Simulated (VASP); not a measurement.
# BN (F-43m) in VASP: a series of runs

The runs below take BN through vibrations by perturbation theory, with LDA.

Everything below comes from runs of VASP 6.6.1. Logs are shortened: lines on timing, memory, paths and dates and some standing lists are left out, and cuts for length are marked.

### 1 The cell of the first run

It takes space group F-43m (No. 216, cubic). Conventional cell: a = 3.550 Å, b = 3.550 Å, c = 3.550 Å, α = 90.00°, β = 90.00°, γ = 90.00°. Within 2.0 Å of B (site symmetry -43m) lie 4 N at 1.54 Å. Within 2.0 Å of N (site symmetry -43m) lie 4 B at 1.54 Å.

### 2 Vibrations by perturbation theory, LDA

The input, INCAR:

```
ALGO = Normal
EDIFF = 1E-8
ENCUT = 520
GGA = CA
IBRION = 8
ISIF = 2
ISMEAR = 0
LASPH = T
LCHARG = F
LEPSILON = T
LREAL = F
LWAVE = F
NELM = 60
NSW = 1
PREC = Accurate
SIGMA = 0.01
```

The input, KPOINTS:

```
k-points
0
Gamma
  12 12 12
```

The input, POSCAR:

```
BN
1.0
    0.0000000000      1.7747744547      1.7747744547
    1.7747744547      0.0000000000      1.7747744547
    1.7747744547      1.7747744547      0.0000000000
B N
1 1
Direct
    0.0000000000      0.0000000000      0.0000000000
    0.7500000000      0.7500000000      0.7500000000
```

Potentials or basis: VASP PAW LDA potentials, release 64 (B, N).

Started as:

```
$ cat potpaw_LDA.64/B/POTCAR potpaw_LDA.64/N/POTCAR > POTCAR
$ mpirun -np 1 vasp_std > vasp.out
```

OUTCAR:

```text
EDIFF = 1E-8
   ENCUT = 520
   GGA = CA
   IBRION = 8
   ISIF = 2
   ISMEAR = 0
   LASPH = T
   LEPSILON = T
   LREAL = F
   NELM = 60
   NSW = 1
   PREC = Accurate

 ion  position               nearest neighbor table
   1  0.000  0.000  0.000-   2 1.54   2 1.54   2 1.54   2 1.54
   2  0.750  0.750  0.750-   1 1.54   1 1.54   1 1.54   1 1.54

  LATTYP: Found a face centered cubic cell.
 ALAT       =     3.5495489094

  Lattice vectors:

 A1 = (   0.0000000000,   1.7747744547,   1.7747744547)
 A2 = (   1.7747744547,   0.0000000000,   1.7747744547)
 A3 = (   1.7747744547,   1.7747744547,   0.0000000000)

Analysis of symmetry for initial positions (statically):
=====================================================================
 Subroutine PRICEL returns:
 Original cell was already a primitive cell.

 Routine SETGRP: Setting up the symmetry group for a
 face centered cubic supercell.

 Subroutine GETGRP returns: Found 24 space group operations
 (whereof 24 operations were pure point group operations)
 out of a pool of 48 trial point group operations.

The static configuration has the point symmetry T_d .

Analysis of symmetry for dynamics (positions and initial velocities):
=====================================================================
 Subroutine PRICEL returns:
 Original cell was already a primitive cell.

 Routine SETGRP: Setting up the symmetry group for a
 face centered cubic supercell.

 Subroutine GETGRP returns: Found 24 space group operations
 (whereof 24 operations were pure point group operations)
 out of a pool of 48 trial point group operations.

The dynamic configuration has the point symmetry T_d .

 Subroutine INISYM returns: Found 24 space group operations
 (whereof 24 operations are pure point group operations),
 and found     1 'primitive' translations

----------------------------------------------------------------------------------------

                                     Primitive cell

  volume of cell :      11.1805

  direct lattice vectors                    reciprocal lattice vectors
     0.000000000  1.774774455  1.774774455    -0.281725939  0.281725939  0.281725939
     1.774774455  0.000000000  1.774774455     0.281725939 -0.281725939  0.281725939
     1.774774455  1.774774455  0.000000000     0.281725939  0.281725939 -0.281725939

  length of vectors
     2.509910104  2.509910104  2.509910104     0.487963640  0.487963640  0.487963640

  position of ions in fractional coordinates (direct lattice)
     0.000000000  0.000000000  0.000000000
     0.750000000  0.750000000  0.750000000

  ion indices of the primitive-cell ions
   primitive index   ion index
                 1           1
                 2           2

----------------------------------------------------------------------------------------

 KPOINTS: k-points

Automatic generation of k-mesh.
 Grid dimensions read from file:
 generate k-points for:   12   12   12

 Generating k-lattice:

[... 411 lines left out ...]
 ------------------------------------------------------

 Free energy of the ion-electron system (eV)
  ---------------------------------------------------
  ---------------------------------------------------
  free energy    TOTEN  =        -0.11584426 eV

  energy without entropy =       -0.11584426

------------------------ aborting loop because EDIFF is reached ----------------------------------------

--------------------------------------- Ionic step        2  -------------------------------------------

------------------------ aborting loop because EDIFF is reached ----------------------------------------

--------------------------------------- Ionic step        3  -------------------------------------------

------------------------ aborting loop because EDIFF is reached ----------------------------------------

 PIEZOELECTRIC TENSOR FIELD DIRECTION 3  (e Angst)
 -----------------------------------------------------------------------------
    -0.00034  0.71799  0.00000           ( -0.00000  0.00976  0.00000)
     0.71799 -0.00034  0.00000           (  0.00976 -0.00000  0.00000)
     0.00000  0.00000  0.00028           (  0.00000  0.00000 -0.00000)

 PIEZOELECTRIC TENSOR FIELD DIRECTION 3  (C/m^2)
 -----------------------------------------------------------------------------
    -0.00049  1.02890  0.00000
     1.02890 -0.00049  0.00000
     0.00000  0.00000  0.00039

--------------------------------------- Ionic step        4  -------------------------------------------

------------------------ aborting loop because EDIFF is reached ----------------------------------------

[... ionic steps 5 to 6 ...]

--------------------------------------- Ionic step        7  -------------------------------------------

 Free energy of the ion-electron system (eV)
  ---------------------------------------------------
  ---------------------------------------------------
  free energy    TOTEN  =        -0.22770111 eV

  energy without entropy =       -0.22770111

------------------------ aborting loop because EDIFF is reached ----------------------------------------

 INTERNAL STRAIN TENSOR  FOR ION    2  DIRECTION 1   (eV/Angst):
 -----------------------------------------------------------------------------
     0.01198  0.00000  0.00000
     0.00000 -0.00477  4.25943
     0.00000  4.25943 -0.00477

 MACROSCOPIC STATIC DIELECTRIC TENSOR (including local field effects in DFT)
 ------------------------------------------------------
           4.541835     0.000000     0.000000
          -0.000000     4.541835     0.000000
          -0.000000     0.000000     4.541835
 ------------------------------------------------------

 PIEZOELECTRIC TENSOR (including local field effects)  for field in x, y, z        (e  Angst)
          XX          YY          ZZ          XY          YZ          ZX
  --------------------------------------------------------------------------------
  x     0.00000    -0.00000    -0.00000     0.00000     0.71863     0.00000
  y     0.00000    -0.00000     0.00000     0.00000     0.00000     0.71863
  z    -0.00000    -0.00000     0.00000     0.71863     0.00000     0.00000

 PIEZOELECTRIC TENSOR (including local field effects)  for field in x, y, z        (C/m^2)
          XX          YY          ZZ          XY          YZ          ZX
  --------------------------------------------------------------------------------
  x     0.00000    -0.00000    -0.00000     0.00000     1.02981     0.00000
  y     0.00000    -0.00000     0.00000     0.00000     0.00000     1.02981
  z    -0.00000    -0.00000     0.00000     1.02981     0.00000     0.00000

 BORN EFFECTIVE CHARGES (including local field effects) (in |e|, cummulative output)
 ---------------------------------------------------------------------------------
 ion    1
    1     1.86041    -0.00000    -0.00000
    2    -0.00000     1.86041    -0.00000
    3     0.00000     0.00000     1.86041
 ion    2
    1    -1.86041     0.00000     0.00000
    2     0.00000    -1.86041     0.00000
    3     0.00000    -0.00000    -1.86041

 INTERNAL STRAIN TENSOR FOR ION    2 for displacements in x,y,z  (eV/Angst):
          X           Y           Z          XY          YZ          ZX
  --------------------------------------------------------------------------------
  x     0.00000    -0.00000    -0.00000     0.00000     4.25943     0.00000
  y     0.00000     0.00000     0.00000     0.00000     0.00000     4.25943
  z    -0.00000    -0.00000     0.00000     4.25943     0.00000     0.00000

 SECOND DERIVATIVES (NOT SYMMETRIZED)
 ------------------------------------
               1X          1Y          1Z          2X          2Y          2Z
  1X   -27.386413    0.000000    0.000000   27.386413    0.000000    0.000000
  1Y     0.000000  -27.386413    0.000000    0.000000   27.386413    0.000000
  1Z     0.000000    0.000000  -27.386413    0.000000    0.000000   27.386413
  2X    27.382356    0.000000    0.000000  -27.382356    0.000000    0.000000
  2Y     0.000000   27.382356    0.000000    0.000000  -27.382356    0.000000
  2Z     0.000000    0.000000   27.382356    0.000000    0.000000  -27.382356

 Eigenvectors and eigenvalues of the dynamical matrix
 ----------------------------------------------------

   1 f  =   33.122469 THz   208.114614 2PiTHz 1104.846656 cm-1   136.983465 meV
             X         Y         Z           dx          dy          dz
      0.000000  0.000000  0.000000     0.000000    0.751212    0.000000
      2.662162  2.662162  2.662162     0.000000   -0.660061    0.000000
[... 21 lines left out ...]
   6 f/i=    0.001217 THz     0.007644 2PiTHz    0.040578 cm-1     0.005031 meV
             X         Y         Z           dx          dy          dz
      0.000000  0.000000  0.000000     0.000000    0.000000   -0.660061
      2.662162  2.662162  2.662162     0.000000    0.000000   -0.751212

--------------------------------------------------------------------------------------------------------

 MACROSCOPIC STATIC DIELECTRIC TENSOR IONIC CONTRIBUTION
 ------------------------------------------------------
           2.045594    -0.000000    -0.000000
          -0.000000     2.045594    -0.000000
          -0.000000    -0.000000     2.045594
 ------------------------------------------------------

 ELASTIC MODULI CONTR FROM IONIC RELAXATION (kBar)
 Direction    XX          YY          ZZ          XY          YZ          ZX
 --------------------------------------------------------------------------------
 XX          -0.0000     -0.0000     -0.0000      0.0000      0.0000     -0.0000
 YY          -0.0000     -0.0000     -0.0000      0.0000      0.0000     -0.0000
 ZZ          -0.0000     -0.0000     -0.0000      0.0000      0.0000     -0.0000
 XY           0.0000      0.0000     -0.0000    -91.1548      0.0000      0.0000
 YZ           0.0000      0.0000      0.0000      0.0000    -91.1548      0.0000
 ZX          -0.0000     -0.0000     -0.0000      0.0000      0.0000    -91.1548
 --------------------------------------------------------------------------------

 PIEZOELECTRIC TENSOR IONIC CONTR  for field in x, y, z        (C/m^2)
          XX          YY          ZZ          XY          YZ          ZX
  --------------------------------------------------------------------------------
  x     0.00000     0.00000     0.00000     0.00000    -0.40632     0.00000
  y    -0.00000    -0.00000    -0.00000     0.00000     0.00000    -0.40632
  z     0.00000     0.00000    -0.00000    -0.40632     0.00000     0.00000
```

Wall time 80 s (1 thread of AMD EPYC 9R45 (Zen 5), shared host); peak memory 0.14 GiB.

What came out:

```yaml
Electronic_dielectric_tensor_diagonal: 4.54
Born_charges_mean_of_the_diagonal: B +1.86; N -1.86 e
Highest_phonon_frequency_at_Γ_LO-TO_splitting_left_out: 1105 cm⁻¹
```

Phonon frequencies in cm⁻¹ (negative: imaginary):
| q point | frequencies |
| --- | --- |
| (0.000, 0.000, 0.000) | 0 0 0 1105 1105 1105 |

Electronic dielectric tensor:
```
4.54 0.00 0.00
0.00 4.54 0.00
0.00 0.00 4.54
```

Born effective charge tensors (e):
atom 1, B
```
1.86 0.00 0.00
0.00 1.86 0.00
0.00 0.00 1.86
```
atom 2, N
```
-1.86  0.00  0.00
 0.00 -1.86  0.00
 0.00  0.00 -1.86
```

Caveat: the cell wasn't relaxed at this level first, which shifts response properties.

(Part 1 of 2 ends here.)
